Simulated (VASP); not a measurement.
# YN (Fm-3m) in VASP: single point with PBE

Aim: the single point of YN with PBE.

Everything below comes from runs of VASP 6.6.1. Logs are shortened: lines on timing, memory, paths and dates and some standing lists are left out, and cuts for length are marked.

## (1) The cell of the first run

Symmetry: Fm-3m, No. 225, cubic system. The conventional cell has a = 4.907 Å, b = 4.907 Å, c = 4.907 Å, α = 90.00°, β = 90.00°, γ = 90.00°. Y (site symmetry m-3m) has 6 N at 2.45 Å within 3.2 Å. Within 3.2 Å of N (site symmetry m-3m) lie 6 Y at 2.45 Å.

## (2) Single point, PBE

Contents of POSCAR:

```
YN
1.0
    0.0000000000      2.4534130892      2.4534130892
    2.4534130892      0.0000000000      2.4534130892
    2.4534130892      2.4534130892      0.0000000000
Y N
1 1
Direct
    0.5000000000      0.5000000000      0.5000000000
    0.0000000000      0.0000000000      0.0000000000
```

Contents of INCAR.step1:

```
  PREC = Accurate
  ENCUT = 520
  EDIFF = 1E-6
  ISMEAR = 0
  SIGMA = 0.05
  LREAL = False
  LASPH = True
  NELM = 120
  ALGO = Normal
  ISIF = 2
  LWAVE = False
  LCHARG = True
  LMAXMIX = 4
  GGA = PE
  NBANDS = 15
  GGA_COMPAT = False
  NEDOS = 2001
  LORBIT = 11
```

Contents of KPOINTS.step1:

```
Automatic mesh
0
Gamma
  12 12 12
```

Contents of INCAR.step2:

```
  PREC = Accurate
  ENCUT = 520
  EDIFF = 1E-6
  ISMEAR = -5
  SIGMA = 0.05
  LREAL = False
  LASPH = True
  NELM = 120
  ALGO = Normal
  ISIF = 2
  LWAVE = False
  LCHARG = False
  LMAXMIX = 4
  GGA = PE
  LORBIT = 10
  NBANDS = 15
  NEDOS = 2001
  ICHARG = 11
  GGA_COMPAT = False
```

Contents of KPOINTS.step2:

```
Automatic mesh
0
Gamma
  18 18 18
```

Potentials or basis: VASP PAW PBE potentials, release 64 (Y_sv, N).

The run is started by

```console
$ cat potpaw_PBE.64/Y_sv/POTCAR potpaw_PBE.64/N/POTCAR > POTCAR
$ cp INCAR.step1 INCAR
$ cp KPOINTS.step1 KPOINTS
$ mpirun -np 1 vasp_std > vasp.out
$ cp INCAR.step2 INCAR
$ cp KPOINTS.step2 KPOINTS
$ mpirun -np 1 vasp_std > vasp.out
```

OUTCAR:

```text
PREC = Accurate
   ENCUT = 520
   EDIFF = 1E-6
   ISMEAR = -5
   LREAL = False
   LASPH = True
   NELM = 120
   ISIF = 2
   GGA = PE
   LORBIT = 10
   ICHARG = 11

 ion  position               nearest neighbor table
   1  0.500  0.500  0.500-   2 2.45   2 2.45   2 2.45   2 2.45   2 2.45   2 2.45
   2  0.000  0.000  0.000-   1 2.45   1 2.45   1 2.45   1 2.45   1 2.45   1 2.45

  LATTYP: Found a face centered cubic cell.
 ALAT       =     4.9068261784

  Lattice vectors:

 A1 = (   0.0000000000,   2.4534130892,   2.4534130892)
 A2 = (   2.4534130892,   0.0000000000,   2.4534130892)
 A3 = (   2.4534130892,   2.4534130892,   0.0000000000)

Analysis of symmetry for initial positions (statically):
=====================================================================
 Subroutine PRICEL returns:
 Original cell was already a primitive cell.

 Routine SETGRP: Setting up the symmetry group for a
 face centered cubic supercell.

 Subroutine GETGRP returns: Found 48 space group operations
 (whereof 48 operations were pure point group operations)
 out of a pool of 48 trial point group operations.

The static configuration has the point symmetry O_h .

Analysis of symmetry for dynamics (positions and initial velocities):
=====================================================================
 Subroutine PRICEL returns:
 Original cell was already a primitive cell.

 Routine SETGRP: Setting up the symmetry group for a
 face centered cubic supercell.

 Subroutine GETGRP returns: Found 48 space group operations
 (whereof 48 operations were pure point group operations)
 out of a pool of 48 trial point group operations.

The dynamic configuration has the point symmetry O_h .

 Subroutine INISYM returns: Found 48 space group operations
 (whereof 48 operations are pure point group operations),
 and found     1 'primitive' translations

----------------------------------------------------------------------------------------

                                     Primitive cell

  volume of cell :      29.5353

  direct lattice vectors                    reciprocal lattice vectors
     0.000000000  2.453413089  2.453413089    -0.203797723  0.203797723  0.203797723
     2.453413089  0.000000000  2.453413089     0.203797723 -0.203797723  0.203797723
     2.453413089  2.453413089  0.000000000     0.203797723  0.203797723 -0.203797723

  length of vectors
     3.469650065  3.469650065  3.469650065     0.352988010  0.352988010  0.352988010

  position of ions in fractional coordinates (direct lattice)
     0.500000000  0.500000000  0.500000000
     0.000000000  0.000000000  0.000000000

  ion indices of the primitive-cell ions
   primitive index   ion index
                 1           1
                 2           2

----------------------------------------------------------------------------------------

 KPOINTS: Automatic mesh

Automatic generation of k-mesh.
 Grid dimensions read from file:
 generate k-points for:   18   18   18

 Generating k-lattice:

  Cartesian coordinates                     Fractional coordinates (reciprocal lattice)
    -0.011322096  0.011322096  0.011322096     0.055555556  0.000000000  0.000000000
     0.011322096 -0.011322096  0.011322096     0.000000000  0.055555556  0.000000000
     0.011322096  0.011322096 -0.011322096     0.000000000  0.000000000  0.055555556

  Length of vectors
     0.019610445  0.019610445  0.019610445

  Shift w.r.t. Gamma in fractional coordinates (k-lattice)
     0.000000000  0.000000000  0.000000000

 TETIRR: Found    806 inequivalent tetrahedra from    34992

 Subroutine IBZKPT returns following result:
 ===========================================

 Found    195 irreducible k-points:

 Following reciprocal coordinates:
            Coordinates               Weight
  0.000000  0.000000  0.000000      1.000000
  0.055556  0.000000  0.000000      8.000000
  0.111111  0.000000  0.000000      8.000000
  0.166667  0.000000  0.000000      8.000000
  0.222222  0.000000  0.000000      8.000000
  0.277778  0.000000  0.000000      8.000000
[... 16 lines left out ...]
 -0.277778  0.055556  0.000000     24.000000
 -0.222222  0.055556  0.000000     24.000000
 [... further k-points ...]
   k-points           NKPTS =    195   k-points in BZ     NKDIM =    195   number of bands    NBANDS=     15
   number of dos      NEDOS =   2001   number of ions     NIONS =      2
   total plane-waves  NPLWV =  21952
   dimension x,y,z NGX =    28 NGY =   28 NGZ =   28
   dimension x,y,z NGXF=    56 NGYF=   56 NGZF=   56
   ions per type =               1   1
   NGX,Y,Z   is equivalent  to a cutoff of  13.42, 13.42, 13.42 a.u.
   NGXF,Y,Z  is equivalent  to a cutoff of  26.83, 26.83, 26.83 a.u.
 SYSTEM =  unknown system
   PREC   = accura    normal or accurate (medium, high low for compatibility)
   ISTART =      0    job   : 0-new  1-cont  2-samecut
   ICHARG =     11    charge: 1-file 2-atom 10-const
   ISPIN  =      1    spin polarized calculation?
   LNONCOLLINEAR =      F non collinear calculations
   LSORBIT =      F    spin-orbit coupling
   LASPH  =      T    aspherical Exc in radial PAW
   ENCUT  =  520.0 eV  38.22 Ry    6.18 a.u.   6.45  6.45  6.45*2*pi/ulx,y,z
   NELM   =    120;   NELMIN=  2; NELMDL=  0     # of ELM steps
   EDIFF  = 0.1E-05   stopping-criterion for ELM
   LREAL  =      F    real-space projection
   EDIFFG = 0.1E-04   stopping-criterion for IOM
   NSW    =      0    number of steps for IOM
   IBRION =     -1    ionic relax: 0-MD 1-quasi-New 2-CG
   NFREE  =      0    steps in history (QN), initial steepest desc. (CG)
   ISIF   =      2    stress and relaxation
   ISYM   =      2    0-nonsym 1-usesym 2-fastsym
   POTIM  = 0.5000    time-step for ionic-motion
   TEBEG  =    0.0;   TEEND  =   0.0 temperature during run
   PSTRESS=    0.0 pullay stress
   NELECT =      16.0000    total number of electrons
   NUPDOWN=      -1.0000    fix difference up-down
   EMIN   =  10.00;   EMAX   =-10.00  energy-range for DOS
   EFERMI =   0.00;   METHOD = LEGACY
   ISMEAR =    -5;   SIGMA  =   0.05  broadening in eV -4-tet -1-fermi 0-gaus
   EFERMI_NEDOS =   21; number of points for ismear=-14 and -15
   IALGO  =     38    algorithm
   IMIX   =      4    mixing-type and parameters
     AMIX     =   0.40;   BMIX     =  1.00
     AMIX_MAG =   1.60;   BMIX_MAG =  1.00
  volume/ion in A,a.u.               =      14.77        99.66
  Fermi-wavevector in a.u.,A,eV,Ry     =   1.334548  2.521930 24.232220  1.781018
  Thomas-Fermi vector in A             =   2.463321
   LORBIT       =     10    0 simple, 1 ext, 2 COOP (PROOUT), +10 PAW based schemes
   GGA     = PE    functional components
   LHFCALC =     F    Hartree Fock is set to
   AEXX    =    0.0000 exact exchange contribution
   IVDW    =     0    specifies the selected vdW correction
   LEPSILON=     F    determine dielectric tensor
   LRPA    =     F    only Hartree local field effects (RPA)
 non-spin polarized calculation
 Fermi weights with tetrahedron method with Bloechl corrections
  energy-cutoff  :      520.00
  volume of cell :       29.54
 maximum number of plane-waves:       821
 NGX is ok and might be reduce to    28

 number of electron      16.0000001 magnetization

 Free energy of the ion-electron system (eV)
  ---------------------------------------------------
  ext. energy  EPLUGINS =         0.00000000
  ---------------------------------------------------
  free energy    TOTEN  =       -18.22932168 eV

  energy without entropy =      -18.22932168  energy(sigma->0) =      -18.22932168

 E-fermi :   4.1170     XC(G=0): -11.1936

 val. band max:        4.0865903948   @ k =   0.0000   0.0000   0.0000
 cond. band min:       4.2951830640   @ k =   0.5000   0.5000   0.0000
 fundamental gap:      0.2085926692
 Fermi energy:         4.1170219946

 k-point     1 :       0.0000    0.0000    0.0000
  band No.  band energies     occupation
      1     -36.7907      2.00000
      2     -16.4428      2.00000
      3     -16.4428      2.00000
      4     -16.4428      2.00000
      5      -8.7991      2.00000
      6       4.0866      2.00000
      7       4.0866      2.00000
      8       4.0866      2.00000
      9       7.2118      0.00000
     10       7.2118      0.00000
     11       7.2118      0.00000
     12       8.1407      0.00000
     13       9.1637      0.00000
     14       9.1637      0.00000
     15      14.8866      0.00000

 k-point     2 :       0.0556    0.0000    0.0000
  band No.  band energies     occupation
      1     -36.7873      2.00000
      2     -16.4806      2.00000
      3     -16.4453      2.00000
      4     -16.4453      2.00000
      5      -8.7454      2.00000
      6       3.8714      2.00000
      7       3.9742      2.00000
      8       3.9742      2.00000
      9       7.2405      0.00000
     10       7.2892      0.00000
     11       7.2892      0.00000
     12       8.3333      0.00000
     13       9.3248      0.00000
     14       9.3248      0.00000
     15      15.0909      0.00000
[... 365 lines left out ...]
      3     -16.5308      2.00000
      4     -16.4833      2.00000
      5      -7.6922      2.00000
      6       1.1532      2.00000
      7       2.3533      2.00000
      8       2.6086      2.00000
      9       7.9123      0.00000
     10       8.7479      0.00000
     11       9.4311      0.00000
     12      10.7998      0.00000
     13      12.0296      0.00000
     14      12.6115      0.00000
     15      17.9915      0.00000

 k-point    24 :      -0.2222    0.0556    0.0000
  band No.  band energies     occupation
      1     -36.7353      2.00000
      2     -16.9918      2.00000
      3     -16.5160      2.00000
      4     -16.4684      2.00000
      5      -7.9706      2.00000
      6       1.7181      2.00000
      7       2.6601      2.00000
      8       2.9636      2.00000
      9       7.5875      0.00000
     10       8.2405      0.00000
     11       8.8945      0.00000
     12      10.1854      0.00000
     13      11.3342      0.00000
     14      11.8457      0.00000
     15      17.7038      0.00000

 [... further k-points ...]

------------------------ aborting loop because EDIFF is reached ----------------------------------------

  FORCE on cell =-STRESS in cart. coord.  units (eV):
  Direction    XX          YY          ZZ          XY          YZ          ZX
  --------------------------------------------------------------------------------------
  -------------------------------------------------------------------------------------
  Total       -0.0532094     -0.0532094     -0.0532094      0.0000000      0.0000000      0.0000000
  in kB       -2.8864013     -2.8864013     -2.8864013      0.0000000      0.0000000      0.0000000
  external PRESSURE =      -2.8864013 kB  Pullay stress =       0.0000000 kB

 VOLUME and BASIS-vectors are now :
 -----------------------------------------------------------------------------
  energy-cutoff  :      520.00
  volume of cell :       29.54
      direct lattice vectors                 reciprocal lattice vectors
     0.000000000  2.453413089  2.453413089    -0.203797723  0.203797723  0.203797723
     2.453413089  0.000000000  2.453413089     0.203797723 -0.203797723  0.203797723
     2.453413089  2.453413089  0.000000000     0.203797723  0.203797723 -0.203797723

 POSITION                                       TOTAL-FORCE (eV/Angst)
 -----------------------------------------------------------------------------------
      2.45341      2.45341      2.45341         0.000000      0.000000      0.000000
      0.00000      0.00000      0.00000         0.000000      0.000000     -0.000000
 -----------------------------------------------------------------------------------
    total drift:                                0.000000      0.000000      0.000000

  FREE ENERGIE OF THE ION-ELECTRON SYSTEM (eV)
  ---------------------------------------------------
  free  energy   TOTEN  =       -18.2293216781 eV

  energy  without entropy=      -18.2293216781  energy(sigma->0) =      -18.22932168

 total charge

# of ion       s       p       d       f       tot
--------------------------------------------------
    1        2.192   6.524   1.047   0.091   9.854
    2        1.244   2.407   0.000   0.000   3.651
--------------------------------------------------
tot          3.436   8.931   1.047   0.091  13.505
```

Run time: 38 s. Hardware: 1 thread of Intel Xeon 6975P-C (Granite Rapids), shared host; peak memory 0.23 GiB.

Results:

| Quantity | Value |
| --- | --- |
| Valence electrons inside the program's atomic spheres | Y 9.85; N 3.65 |
